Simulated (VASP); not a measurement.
# GePt (Pnma) in VASP: single point with PBEsol

Aim: the single point of GePt with PBEsol.

All numbers are computed with VASP 6.6.1; they aren't measurements. Logs are shortened: lines on timing, memory, paths and dates and some standing lists are left out, and cuts for length are marked.

### Step 1. The cell of the first run

The structure is orthorhombic, space group Pnma (No. 62). The conventional cell has a = 5.741 Å, b = 3.700 Å, c = 6.092 Å, α = 90.00°, β = 90.00°, γ = 90.00°. Within 3.3 Å of Ge (site symmetry m) lie 6 Pt at 2.49 to 2.66 Å and 2 Ge at 3.01 Å. Within 3.3 Å of Pt (site symmetry m) lie 6 Ge at 2.49 to 2.66 Å and 4 Pt at 2.96 to 2.97 Å.

### Step 2. Single point, PBEsol

INCAR reads:

```
SYSTEM = GePt
ALGO = Fast ; EDIFF = 1E-6
ENCUT = 520 ; GGA = PS
ISIF = 2 ; ISMEAR = 0
LASPH = .TRUE. ; LCHARG = .TRUE.
LELF = .TRUE. ; LREAL = .FALSE.
LVHAR = .TRUE. ; LWAVE = .FALSE.
NBANDS = 58 ; NELM = 80
PREC = Accurate ; SIGMA = 0.15
```

KPOINTS reads:

```
k-points
0
G
  8 10 8
  0 0 0
```

POSCAR reads:

```
GePt
1.0
    5.7406005298      0.0000000000      0.0000000000
    0.0000000000      3.7003359901      0.0000000000
    0.0000000000      0.0000000000      6.0924385937
Ge Pt
4 4
Direct
    0.8151594238      0.7500000000      0.5880228910
    0.1848405762      0.2500000000      0.4119771090
    0.6848405762      0.2500000000      0.0880228910
    0.3151594238      0.7500000000      0.9119771090
    0.9992434718      0.7500000000      0.1911593642
    0.0007565282      0.2500000000      0.8088406358
    0.5007565282      0.2500000000      0.6911593642
    0.4992434718      0.7500000000      0.3088406358
```

Potentials or basis: VASP PAW PBE potentials, release 64 (Ge_d, Pt).

Command:

```bash
$ cat potpaw_PBE.64/Ge_d/POTCAR potpaw_PBE.64/Pt/POTCAR > POTCAR
$ mpirun -np 1 vasp_std > vasp.out
```

OUTCAR:

```text
SYSTEM = GePt
   EDIFF = 1E-6
   ENCUT = 520
   GGA = PS
   ISIF = 2
   ISMEAR = 0
   LASPH = .TRUE.
   LREAL = .FALSE.
   NELM = 80
   PREC = Accurate

 ion  position               nearest neighbor table
   1  0.815  0.750  0.588-   8 2.49   6 2.52   6 2.52   5 2.64   7 2.66   7 2.66
   2  0.185  0.250  0.412-   7 2.49   5 2.52   5 2.52   6 2.64   8 2.66   8 2.66
   3  0.685  0.250  0.088-   6 2.49   8 2.52   8 2.52   7 2.64   5 2.66   5 2.66
   4  0.315  0.750  0.912-   5 2.49   7 2.52   7 2.52   8 2.64   6 2.66   6 2.66
   5  0.999  0.750  0.191-   4 2.49   2 2.52   2 2.52   1 2.64   3 2.66   3 2.66   8 2.96   8 2.96
                             6 2.97   6 2.97
   6  0.001  0.250  0.809-   3 2.49   1 2.52   1 2.52   2 2.64   4 2.66   4 2.66   7 2.96   7 2.96
                             5 2.97   5 2.97
   7  0.501  0.250  0.691-   2 2.49   4 2.52   4 2.52   3 2.64   1 2.66   1 2.66   6 2.96   6 2.96
                             8 2.97   8 2.97
   8  0.499  0.750  0.309-   1 2.49   3 2.52   3 2.52   4 2.64   2 2.66   2 2.66   5 2.96   5 2.96
                             7 2.97   7 2.97

  LATTYP: Found a simple orthorhombic cell.
 ALAT       =     3.7003359901
 B/A-ratio  =     1.5513727794
 C/A-ratio  =     1.6464555138

  Lattice vectors:

 A1 = (   0.0000000000,  -3.7003359901,   0.0000000000)
 A2 = (   5.7406005298,   0.0000000000,   0.0000000000)
 A3 = (   0.0000000000,   0.0000000000,   6.0924385937)

Analysis of symmetry for initial positions (statically):
=====================================================================
 Subroutine PRICEL returns:
 Original cell was already a primitive cell.

 Routine SETGRP: Setting up the symmetry group for a
 simple orthorhombic supercell.

 Subroutine GETGRP returns: Found  8 space group operations
 (whereof  2 operations were pure point group operations)
 out of a pool of  8 trial point group operations.

The static configuration has the point symmetry S_2 .
 The point group associated with its full space group is D_2h.

Analysis of symmetry for dynamics (positions and initial velocities):
=====================================================================
 Subroutine PRICEL returns:
 Original cell was already a primitive cell.

 Routine SETGRP: Setting up the symmetry group for a
 simple orthorhombic supercell.

 Subroutine GETGRP returns: Found  8 space group operations
 (whereof  2 operations were pure point group operations)
 out of a pool of  8 trial point group operations.

The dynamic configuration has the point symmetry S_2 .
 The point group associated with its full space group is D_2h.

 Subroutine INISYM returns: Found  8 space group operations
 (whereof  2 operations are pure point group operations),
 and found     1 'primitive' translations

----------------------------------------------------------------------------------------

                                     Primitive cell

  volume of cell :     129.4165

  direct lattice vectors                    reciprocal lattice vectors
     5.740600530  0.000000000  0.000000000     0.174197803  0.000000000  0.000000000
     0.000000000  3.700335990  0.000000000     0.000000000  0.270245730  0.000000000
     0.000000000  0.000000000  6.092438594     0.000000000  0.000000000  0.164137887

  length of vectors
     5.740600530  3.700335990  6.092438594     0.174197803  0.270245730  0.164137887

  position of ions in fractional coordinates (direct lattice)
     0.815159424  0.750000000  0.588022891
     0.184840576  0.250000000  0.411977109
     0.684840576  0.250000000  0.088022891
     0.315159424  0.750000000  0.911977109
     0.999243472  0.750000000  0.191159364
     0.000756528  0.250000000  0.808840636
     0.500756528  0.250000000  0.691159364
     0.499243472  0.750000000  0.308840636

  ion indices of the primitive-cell ions
   primitive index   ion index
                 1           1
                 2           2
                 3           3
                 4           4
                 5           5
                 6           6
                 7           7
                 8           8

----------------------------------------------------------------------------------------

 KPOINTS: k-points

Automatic generation of k-mesh.
 Grid dimensions read from file:
 generate k-points for:    8   10    8

 Generating k-lattice:

  Cartesian coordinates                     Fractional coordinates (reciprocal lattice)
     0.021774725  0.000000000  0.000000000     0.125000000  0.000000000  0.000000000
     0.000000000  0.027024573  0.000000000     0.000000000  0.100000000  0.000000000
     0.000000000  0.000000000  0.020517236     0.000000000  0.000000000  0.125000000

  Length of vectors
     0.021774725  0.027024573  0.020517236

  Shift w.r.t. Gamma in fractional coordinates (k-lattice)
     0.000000000  0.000000000  0.000000000

 Subroutine IBZKPT returns following result:
 ===========================================

 Found    150 irreducible k-points:

 Following reciprocal coordinates:
            Coordinates               Weight
  0.000000  0.000000  0.000000      1.000000
  0.125000  0.000000  0.000000      2.000000
  0.250000  0.000000  0.000000      2.000000
  0.375000  0.000000  0.000000      2.000000
  0.500000  0.000000  0.000000      1.000000
  0.000000  0.100000  0.000000      2.000000
[... 16 lines left out ...]
  0.250000  0.400000  0.000000      4.000000
  0.375000  0.400000  0.000000      4.000000
 [... further k-points ...]
   k-points           NKPTS =    150   k-points in BZ     NKDIM =    150   number of bands    NBANDS=     58
   number of dos      NEDOS =    301   number of ions     NIONS =      8
   total plane-waves  NPLWV =  64512
   dimension x,y,z NGX =    48 NGY =   28 NGZ =   48
   dimension x,y,z NGXF=    96 NGYF=   56 NGZF=   96
   ions per type =               4   4
   NGX,Y,Z   is equivalent  to a cutoff of  13.90, 12.58, 13.10 a.u.
   NGXF,Y,Z  is equivalent  to a cutoff of  27.80, 25.16, 26.20 a.u.
 SYSTEM =  GePt
   PREC   = accura    normal or accurate (medium, high low for compatibility)
   ISTART =      0    job   : 0-new  1-cont  2-samecut
   ICHARG =      2    charge: 1-file 2-atom 10-const
   ISPIN  =      1    spin polarized calculation?
   LNONCOLLINEAR =      F non collinear calculations
   LSORBIT =      F    spin-orbit coupling
   LASPH  =      T    aspherical Exc in radial PAW
   ENCUT  =  520.0 eV  38.22 Ry    6.18 a.u.  10.67  6.88 11.33*2*pi/ulx,y,z
   NELM   =     80;   NELMIN=  2; NELMDL= -5     # of ELM steps
   EDIFF  = 0.1E-05   stopping-criterion for ELM
   LREAL  =      F    real-space projection
   EDIFFG = 0.1E-04   stopping-criterion for IOM
   NSW    =      0    number of steps for IOM
   IBRION =     -1    ionic relax: 0-MD 1-quasi-New 2-CG
   NFREE  =      0    steps in history (QN), initial steepest desc. (CG)
   ISIF   =      2    stress and relaxation
   ISYM   =      2    0-nonsym 1-usesym 2-fastsym
   POTIM  = 0.5000    time-step for ionic-motion
   TEBEG  =    0.0;   TEEND  =   0.0 temperature during run
   PSTRESS=    0.0 pullay stress
   NELECT =      96.0000    total number of electrons
   NUPDOWN=      -1.0000    fix difference up-down
   EMIN   =  10.00;   EMAX   =-10.00  energy-range for DOS
   EFERMI =   0.00;   METHOD = LEGACY
   ISMEAR =     0;   SIGMA  =   0.15  broadening in eV -4-tet -1-fermi 0-gaus
   EFERMI_NEDOS =   21; number of points for ismear=-14 and -15
   IALGO  =     68    algorithm
   IMIX   =      4    mixing-type and parameters
     AMIX     =   0.40;   BMIX     =  1.00
     AMIX_MAG =   1.60;   BMIX_MAG =  1.00
  volume/ion in A,a.u.               =      16.18       109.17
  Fermi-wavevector in a.u.,A,eV,Ry     =   1.481956  2.800491 29.881035  2.196194
  Thomas-Fermi vector in A             =   2.595802
   LORBIT       =      0    0 simple, 1 ext, 2 COOP (PROOUT), +10 PAW based schemes
   GGA     = PS    functional components
   LHFCALC =     F    Hartree Fock is set to
   AEXX    =    0.0000 exact exchange contribution
   IVDW    =     0    specifies the selected vdW correction
   LEPSILON=     F    determine dielectric tensor
   LRPA    =     F    only Hartree local field effects (RPA)
 non-spin polarized calculation
 RMM-DIIS sequential band-by-band and
 Gauss-broadening in eV      SIGMA  =   0.15
  energy-cutoff  :      520.00
  volume of cell :      129.42
 maximum number of plane-waves:      3522
 NGX is ok and might be reduce to    48
   NGX = 21   NGY = 13   NGZ = 23

 number of electron      96.0000038 magnetization

 Free energy of the ion-electron system (eV)
  ---------------------------------------------------
  ext. energy  EPLUGINS =         0.00000000
  ---------------------------------------------------
  free energy    TOTEN  =       -51.64767903 eV

  energy without entropy =      -51.62389318  energy(sigma->0) =      -51.63578611

 E-fermi :   9.5983     XC(G=0): -12.6073

 val. band max:        9.5959568766   @ k =   0.2500   0.3000   0.3750
 cond. band min:       9.6120564817   @ k =   0.5000   0.1000   0.1250
 fundamental gap:      0.0160996052
 Fermi energy:         9.5983191897

 k-point     1 :       0.0000    0.0000    0.0000
  band No.  band energies     occupation
      1     -15.5047      2.00000
      2     -15.4969      2.00000
      3     -15.4951      2.00000
      4     -15.4920      2.00000
      5     -15.4800      2.00000
      6     -15.4659      2.00000
[... 50 lines left out ...]
     57      14.7768      0.00000
     58      15.7574      0.00000

 k-point     2 :       0.1250    0.0000    0.0000
  band No.  band energies     occupation
      1     -15.5044      2.00000
      2     -15.4971      2.00000
      3     -15.4947      2.00000
      4     -15.4918      2.00000
      5     -15.4798      2.00000
      6     -15.4666      2.00000
[... 50 lines left out ...]
     57      15.3224      0.00000
     58      15.3484      0.00000

 k-point     3 :       0.2500    0.0000    0.0000
  band No.  band energies     occupation
      1     -15.5033      2.00000
      2     -15.4977      2.00000
      3     -15.4937      2.00000
      4     -15.4915      2.00000
      5     -15.4789      2.00000
      6     -15.4686      2.00000
[... 1216 lines left out ...]
      3     -15.4865      2.00000
      4     -15.4859      2.00000
      5     -15.4781      2.00000
      6     -15.4710      2.00000
[... 50 lines left out ...]
     57      14.3930      0.00000
     58      15.8847      0.00000

 k-point    24 :       0.3750    0.4000    0.0000
  band No.  band energies     occupation
      1     -15.4958      2.00000
      2     -15.4952      2.00000
      3     -15.4852      2.00000
      4     -15.4849      2.00000
      5     -15.4769      2.00000
      6     -15.4727      2.00000
[... 50 lines left out ...]
     57      15.1412      0.00000
     58      15.8822      0.00000

 [... further k-points ...]
[... 5 lines left out ...]
  --------------------------------------------------------------------------------------
  -------------------------------------------------------------------------------------
  Total        0.0312269      0.0808311     -0.1283443      0.0000000      0.0000000      0.0000000
  in kB        0.3865894      1.0006901     -1.5889032      0.0000000      0.0000000      0.0000000
  external PRESSURE =      -0.0672079 kB  Pullay stress =       0.0000000 kB

 VOLUME and BASIS-vectors are now :
 -----------------------------------------------------------------------------
  energy-cutoff  :      520.00
  volume of cell :      129.42
      direct lattice vectors                 reciprocal lattice vectors
     5.740600530  0.000000000  0.000000000     0.174197803  0.000000000  0.000000000
     0.000000000  3.700335990  0.000000000     0.000000000  0.270245730  0.000000000
     0.000000000  0.000000000  6.092438594     0.000000000  0.000000000  0.164137887

 POSITION                                       TOTAL-FORCE (eV/Angst)
 -----------------------------------------------------------------------------------
      4.67950      2.77525      3.58249        -0.001053     -0.000000      0.001508
      1.06110      0.92508      2.50995         0.001053     -0.000000     -0.001508
      3.93140      0.92508      0.53627         0.001053     -0.000000      0.001508
      1.80920      2.77525      5.55616        -0.001053     -0.000000     -0.001508
      5.73626      2.77525      1.16463        -0.003835     -0.000000     -0.008705
      0.00434      0.92508      4.92781         0.003835      0.000000      0.008705
      2.87464      0.92508      4.21085         0.003835     -0.000000     -0.008705
      2.86596      2.77525      1.88159        -0.003835      0.000000      0.008705
 -----------------------------------------------------------------------------------
    total drift:                                0.000000      0.000000     -0.000000

  FREE ENERGIE OF THE ION-ELECTRON SYSTEM (eV)
  ---------------------------------------------------
  free  energy   TOTEN  =       -51.6476790346 eV

  energy  without entropy=      -51.6238931780  energy(sigma->0) =      -51.63578611
```

Wall time 40 min (1 thread of Oxide Virtual Turin-like, shared host); peak memory 0.82 GiB.

What came out:

```
Free energy            : -51.6477 eV
Pressure               : 0.0 GPa
Largest force          : 0.010 eV/Å
Band gap on the k mesh : zero (bands 48 and 49 overlap by 1.48 eV)
```

Forces on the atoms (eV/Å):
```
Ge  -0.001  0.000  0.002
Ge   0.001  0.000 -0.002
Ge   0.001  0.000  0.002
Ge  -0.001  0.000 -0.002
Pt  -0.004  0.000 -0.009
Pt   0.004  0.000  0.009
Pt   0.004  0.000 -0.009
Pt  -0.004  0.000  0.009
```

Stress tensor (GPa, compression positive):
```
 0.04  0.00  0.00
 0.00  0.10  0.00
 0.00  0.00 -0.16
```

Caveat: the PAW data sets were made with another functional, which shifts forces and pressure a little; spin-orbit coupling is left out, which moves the levels of the heavy elements.
